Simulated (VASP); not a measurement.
Here is a VASP 6.6.1 calculation.

The input INCAR:

```
  PREC = Accurate
  ENCUT = 520
  EDIFF = 1E-6
  ISMEAR = 0
  SIGMA = 0.05
  LREAL = False
  LASPH = True
  NELM = 80
  ALGO = Normal
  ISIF = 2
  LWAVE = False
  LCHARG = True
  GGA = PE
  LELF = True
  LVHAR = True
  NBANDS = 28
```

KPOINTS

```
regular mesh
0
Gamma
  6 6 6
```

POSCAR

```
BaZrO3
1.0
    3.7633500000      0.0000000000      0.0000000000
    0.0000000000      3.7633500000      0.0000000000
    0.0000000000      0.0000000000      4.1815000000
Ba Zr O
1 1 3
Direct
    0.5000000000      0.5000000000      0.5000000000
    0.0000000000      0.0000000000      0.0000000000
    0.5000000000      0.0000000000      0.0000000000
    0.0000000000      0.5000000000      0.0000000000
    0.0000000000      0.0000000000      0.5000000000
```

Potentials or basis: VASP PAW PBE potentials, release 64 (Ba_sv, Zr_sv, O).

Run with:

```console
$ cat potpaw_PBE.64/Ba_sv/POTCAR potpaw_PBE.64/Zr_sv/POTCAR potpaw_PBE.64/O/POTCAR > POTCAR
$ mpirun -np 1 vasp_std > vasp.out
```

**Question.** Estimate the pressure.

**Answer.** 69.7 GPa.

**Question.** What does it give for the band gap on the k mesh?

**Answer.** 2.82 eV.

Stress tensor (GPa, compression positive):
```
87.77  0.00  0.00
 0.00 87.77  0.00
 0.00  0.00 33.42
```

Caveat: the cell differs from its parent crystal (strain -0.1000 x Voigt [1, 1, 0, 0, 0, 0]); the cell stands under pressure; spin-orbit coupling is left out, which moves the levels of the heavy elements. A k mesh can miss the band edges.
